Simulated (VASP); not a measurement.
Input of a VASP 6.6.1 run:

The input POSCAR:

```
ZrC
1.0
    3.2729194810      0.0000000000      0.0000000000
   -1.6364597405      2.8344314151      0.0000000000
    0.0000000000      0.0000000000      2.9310467534
Zr C
1 1
Direct
    0.0000000000      0.0000000000      0.0000000000
    0.6666666667      0.3333333333      0.5000000000
```

Contents of INCAR.step1:

```
SYSTEM = ZrC
PREC = Accurate
ENCUT = 520
ISMEAR = 0
SIGMA = 0.05
LREAL = .False.
LASPH = .True.
NELM = 100
NBANDS = 15
GGA = PE
ALGO = Normal
EDIFF = 1E-4
LWAVE = .True.
LCHARG = .False.
```

Contents of INCAR.step2:

```
SYSTEM = ZrC
PREC = Accurate
ENCUT = 520
EDIFF = 1E-7
ISMEAR = 0
SIGMA = 0.05
LREAL = .False.
LASPH = .True.
NELM = 100
ALGO = Normal
ISIF = 2
LWAVE = .False.
LCHARG = .False.
METAGGA = R2SCAN
LMIXTAU = .True.
NBANDS = 15
ISTART = 1
```

KPOINTS

```
regular mesh
0
Gamma
  12 12 12
  0 0 0
```

Potentials or basis: VASP PAW PBE potentials, release 64 (Zr_sv, C).

Command:

```console
$ cat potpaw_PBE.64/Zr_sv/POTCAR potpaw_PBE.64/C/POTCAR > POTCAR
$ cp INCAR.step1 INCAR
$ mpirun -np 1 vasp_std > vasp.out
$ cp INCAR.step2 INCAR
$ mpirun -np 1 vasp_std > vasp.out
```

Task: Estimate the pressure.

Result: 0.2 GPa.

Task: What does it give for the band gap on the k mesh?

Result: Zero (band 8 reaches 9.25 eV, above the bottom of band 9 at 8.91 eV).

Stress tensor (GPa, compression positive):
```
0.16 0.00 0.00
0.00 0.16 0.00
0.00 0.00 0.32
```

Caveat: the PAW data sets were made with another functional, which shifts forces and pressure a little.
